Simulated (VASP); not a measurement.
## Al2O3: single point with PBE+D3(BJ)

Crystal: Al2O3.

```
CELL_PARAMETERS angstrom
3.03737 0.00000 0.00000
-1.51868 2.63044 0.00000
0.00000 0.00000 7.24896
ATOMIC_POSITIONS crystal
Al 0.00000 0.00000 0.27529
Al 0.00000 0.00000 0.72471
O 0.33333 0.66667 0.19534
O 0.66667 0.33333 0.80466
O 0.00000 0.00000 0.50000
```

This cell differs from its parent crystal: ratio of the length along z to the lengths across it x 0.96, volume and fractional coordinates fixed.

- Program: VASP 6.6.1
- Task: single point
- Functional: PBE
- Dispersion: D3(BJ)
- Potentials or basis: VASP PAW PBE potentials, release 64 (Al, O)
- Cutoff: 520 eV
- k mesh: 12 × 12 × 4
- Occupations: gaussian, width 0.05 eV
- Spin: no spin polarisation

| Quantity | Value |
| --- | --- |
| Pressure | 1.7 GPa |
| Largest force | 1.740 eV/Å |
| Band gap on the k mesh | 2.82 eV, direct |
| Dispersion energy per atom | -0.174 eV |

Forces in eV/Å, atoms in the order of the input:
```
Al   0.000  0.000 -1.740
Al   0.000  0.000  1.740
O    0.000  0.000  0.014
O    0.000  0.000 -0.014
O    0.000  0.000  0.000
```

Stress tensor (GPa, compression positive):
```
-5.48  0.00  0.00
 0.00 -5.48  0.00
 0.00  0.00 15.94
```

Levels at points of the mesh, in eV from the valence-band top:
| k point | band 8 | band 9 | band 10 | band 11 | band 12 | band 13 | band 14 | band 15 | band 16 | band 17 |
| --- | --- | --- | --- | --- | --- | --- | --- | --- | --- | --- |
| (0.00, 0.00, 0.00) | -3.16 | -3.16 | -1.74 | 0.00 | 0.00 | 2.82 | 4.89 | 7.99 | 11.36 | 11.67 |
| (0.50, 0.00, 0.00) | -3.71 | -3.30 | -2.46 | -1.34 | -0.44 | 5.10 | 6.84 | 8.61 | 9.74 | 10.39 |
| (0.00, 0.00, 0.50) | -3.15 | -2.88 | -2.74 | 0.00 | 0.00 | 3.73 | 4.00 | 8.67 | 9.62 | 12.29 |
| (0.50, 0.00, 0.50) | -3.77 | -3.15 | -2.75 | -1.23 | -0.43 | 5.68 | 6.05 | 8.79 | 9.13 | 11.14 |

Run time: 44 s on 1 thread of Intel(R) Xeon(R) 6975P-C (Granite Rapids), on a shared host, peak memory 0.22 GiB.

Caveat: forces of over 1 eV/Å act on the atoms, so gaps and moduli don't describe the material at rest. A k mesh can miss the band edges.
